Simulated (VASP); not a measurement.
FeBiO4:

```xyz
6
Lattice="0.0000 3.3560 3.3560 3.3560 0.0000 3.3560 3.3560 3.3560 0.0000" Properties=species:S:1:pos:R:3 pbc="T T T"
Fe    5.0339    5.0339    5.0339
Bi    0.0000    0.0000    0.0000
O     2.5126    4.1994    4.1994
O     2.5126    2.5126    2.5126
O     4.1994    2.5126    4.1994
O     4.1994    4.1994    2.5126
```

The cell was built from a structure type or drawn by symmetry, and may not be a known phase.

| Property | Result |
| --- | --- |
| Program | VASP 6.6.1 |
| Task | relaxation of cell and atoms |
| Functional | PBE |
| Potentials or basis | VASP PAW PBE potentials, release 64 (Fe, Bi_d, O) |
| Cutoff | 600 eV |
| k mesh | 4 × 4 × 4 |
| Occupations | gaussian, width 0.1 eV |
| Spin | collinear spin, ferromagnetic start |
| Starting moments | [4.0, 0.0, 0.0, 0.0, 0.0, 0.0] μB |

At the start: pressure -10.4 GPa; volume 12.60 Å³/atom.

Question: Where does the relaxation end?

Answer: Over 8 steps the energy falls by 92.2 meV/atom and the volume is 11.78 Å³/atom (-6.5 %); space group F-43m (No. 216, to 0.1 Å) before and after; moment 7.00 μB per cell.

The path:
| step | energy change (eV) | largest force (eV/Å) | pressure (GPa) | volume (Å³) |
| --- | --- | --- | --- | --- |
| 1 | 0.0000 | 0.0251 | -10.42 | 75.59 |
| 2 | -0.4689 | 0.2953 | 6.73 | 66.98 |
| 3 | -0.5057 | 0.2630 | 4.93 | 67.99 |
| 4 | -0.5455 | 0.2129 | 1.00 | 70.20 |
| 5 | -0.5471 | 0.2028 | 0.06 | 70.73 |
| 6 | -0.5471 | 0.2010 | -0.04 | 70.82 |
| 7 | -0.5522 | 0.0853 | -0.07 | 70.73 |
| 8 | -0.5533 | 0.0012 | -0.01 | 70.67 |

Final structure:
```yaml
crystal:
  lattice:
    - [0.00000, 3.28145, 3.28145]
    - [3.28145, 0.00000, 3.28145]
    - [3.28145, 3.28145, 0.00000]
  atoms:
    - { symbol: Fe, position: [0.75000, 0.75000, 0.75000] }
    - { symbol: Bi, position: [0.00000, 0.00000, 0.00000] }
    - { symbol: O, position: [0.87279, 0.37574, 0.37574] }
    - { symbol: O, position: [0.37574, 0.37574, 0.37574] }
    - { symbol: O, position: [0.37574, 0.87279, 0.37574] }
    - { symbol: O, position: [0.37574, 0.37574, 0.87279] }
```

Caveat: the k points lie up to 0.41 Å⁻¹ apart in the final cell, too coarse for converged energies and pressures of a metal; a cell with one magnetic atom can't hold antiferromagnetic order, which such compounds often take.
